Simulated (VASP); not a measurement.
Write the native input for VASP 6.6.1 that does the following.

```
Task                   : single point
Functional             : BLYP
Potentials or basis    : VASP PAW PBE potentials, release 64 (Mn_pv)
Cutoff                 : 520 eV
k mesh                 : 18 × 18 × 18
Occupations            : fermi-dirac, width 0.1 eV
Spin                   : no spin polarisation
Dipole correction      : no
Further INCAR settings : ALGO = Normal; EDIFF = 1e-06; NBANDS = 12
```

The structure of Mn lies in POSCAR:

```
Mn
1.0
   -1.4642174028      1.4642174028      1.4642174028
    1.4642174028     -1.4642174028      1.4642174028
    1.4642174028      1.4642174028     -1.4642174028
Mn
1
Direct
    0.0000000000      0.0000000000      0.0000000000
```

This cell differs from its parent crystal: volume scaled by 1.12.

The input as run:

INCAR

```
AGGAC = 1.0 ; AGGAX = 1.0
ALDAC = 0.0 ; ALDAX = 1.0
ALGO = Normal ; EDIFF = 1E-6
ENCUT = 520 ; GGA = B5
ISIF = 2 ; ISMEAR = -1
LASPH = True ; LCHARG = False
LREAL = False ; LWAVE = False
NBANDS = 12 ; NELM = 80
PREC = Accurate ; SIGMA = 0.1
```

KPOINTS

```
k-points
0
Gamma
  18 18 18
```

Potentials or basis: VASP PAW PBE potentials, release 64 (Mn_pv).

Run with:

```bash
$ cat potpaw_PBE.64/Mn_pv/POTCAR > POTCAR
$ mpirun -np 1 vasp_std > vasp.out
```

It gave:

The pressure is -21.4 GPa.

Caveat: the PAW data sets were made with another functional, which shifts forces and pressure a little; the run has no spin polarisation, though such a crystal can be magnetic.

Wall time 19 s on 1 thread of Intel(R) Xeon(R) Platinum 8375C CPU @ 2.90GHz (Ice Lake), with other jobs on the host, peak memory 0.14 GiB.
